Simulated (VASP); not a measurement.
Wanted: the native input for a VASP 6.6.1 run.

```yaml
Task: single point
Functional: PBEsol
Potentials_or_basis: VASP PAW PBE potentials, release 64 (Ni_sv_GW, O)
Cutoff: 700 eV
k_mesh: 12 × 12 × 6
Occupations: gaussian, width 0.05 eV
Spin: no spin polarisation
Dipole_correction: no
Further_INCAR_settings: ALGO = Normal; EDIFF = 1e-06; NBANDS = 22
```

The structure of NiO2 lies in POSCAR:

```
NiO2
1.0
    2.8221285779      0.0000000000      0.0000000000
   -1.4110642890      2.4440350412      0.0000000000
    0.0000000000      0.0000000000      4.8391038725
Ni O
1 2
Direct
    0.0000000000      0.0000000000      0.5000000000
    0.6666666667      0.3333333333      0.6499533987
    0.3333333333      0.6666666667      0.3500466013
```

This cell differs from its parent crystal: atoms shifted along a free coordinate, c/a of the conventional cell at fixed volume 1.7147.

These files were run (other wordings do the same):

INCAR

```
SYSTEM = NiO2
  ALGO = Normal
  EDIFF = 1E-6
  ENCUT = 700
  GGA = PS
  GGA_COMPAT = .FALSE.
  ISIF = 2
  ISMEAR = 0
  LASPH = .TRUE.
  LCHARG = .TRUE.
  LELF = .TRUE.
  LREAL = .FALSE.
  LVHAR = .TRUE.
  LWAVE = .FALSE.
  NBANDS = 22
  NELM = 120
  PREC = Accurate
  SIGMA = 0.05
```

KPOINTS

```
k-points
0
G
  12 12 6
  0 0 0
```

Potentials or basis: VASP PAW PBE potentials, release 64 (Ni_sv_GW, O).

Run with:

```bash
$ cat potpaw_PBE.64/Ni_sv_GW/POTCAR potpaw_PBE.64/O/POTCAR > POTCAR
$ mpirun -np 1 vasp_std > vasp.out
```

It gave:

```json
{"Pressure": "26.9 GPa", "Largest force": "4.023 eV/Å", "Band gap on the k mesh": "0.81 eV (least direct gap 1.34 eV)"}
```

Caveat: the cell stands under pressure; the PAW data sets were made with another functional, which shifts forces and pressure a little; the run has no spin polarisation, though such a crystal can be magnetic.

Wall time 54 s on 1 thread of Intel(R) Xeon(R) Platinum 8488C (Sapphire Rapids) (shared host), peak memory 0.27 GiB.
